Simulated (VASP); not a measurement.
Set up this calculation in VASP 6.6.1, as the native input.

| Quantity | Value |
| --- | --- |
| Task | relaxation of shape and atoms at fixed volume |
| Functional | PBE |
| Potentials or basis | VASP PAW PBE potentials, release 64 (In_d, Sb, Te) |
| Cutoff | 600 eV |
| k mesh | 9 × 9 × 4 |
| Occupations | gaussian, width 0.1 eV |
| Spin | no spin polarisation |
| Dipole correction | no |
| Further INCAR settings | ALGO = Normal; EDIFF = 1e-06; IBRION = 2; EDIFFG = -0.01; NSW = 50; ISIF = 4 |

The structure of In3SbTe2 lies in POSCAR:

```
In3SbTe2
1.0
    4.3756891128      0.0000000000      0.0000000000
   -2.1878445564      3.7894579307      0.0000000000
    0.0000000000      0.0000000000     10.6099750380
In Sb Te
3 1 2
Direct
    0.0000000000      0.0000000000      0.5000000000
    0.3333333333      0.6666666667      0.1550972649
    0.6666666667      0.3333333333      0.8449027351
    0.0000000000      0.0000000000      0.0000000000
    0.3333333333      0.6666666667      0.6704695019
    0.6666666667      0.3333333333      0.3295304981
```

One way to write it, as run:

INCAR

```
  PREC = Accurate
  ENCUT = 600
  EDIFF = 1E-6
  ISMEAR = 0
  SIGMA = 0.1
  LREAL = F
  LASPH = T
  NELM = 100
  ALGO = Normal
  ISIF = 4
  LWAVE = F
  LCHARG = F
  GGA = PE
  IBRION = 2
  NSW = 50
  EDIFFG = -0.01
```

KPOINTS

```
regular mesh
0
Gamma
  9 9 4
```

Potentials or basis: VASP PAW PBE potentials, release 64 (In_d, Sb, Te).

Run with:

```console
$ cat potpaw_PBE.64/In_d/POTCAR potpaw_PBE.64/Sb/POTCAR potpaw_PBE.64/Te/POTCAR > POTCAR
$ mpirun -np 1 vasp_std > vasp.out
```

It gave:

```yaml
Energy_gained_by_relaxing: 0.0 meV/atom
Ionic_steps: 3
Pressure_after_relaxing: 1.4 GPa
Largest_force_after_relaxing: 0.007 eV/Å
Band_gap_on_the_k_mesh: zero (bands 28 and 29 overlap by 1.54 eV)
```

Caveat: spin-orbit coupling is left out, which moves the levels of the heavy elements.

Wall time 8.8 min on 1 thread of Intel(R) Xeon(R) Platinum 8259CL CPU @ 2.50GHz (Skylake/Cascade Lake), with other jobs on the host, peak memory 0.53 GiB.
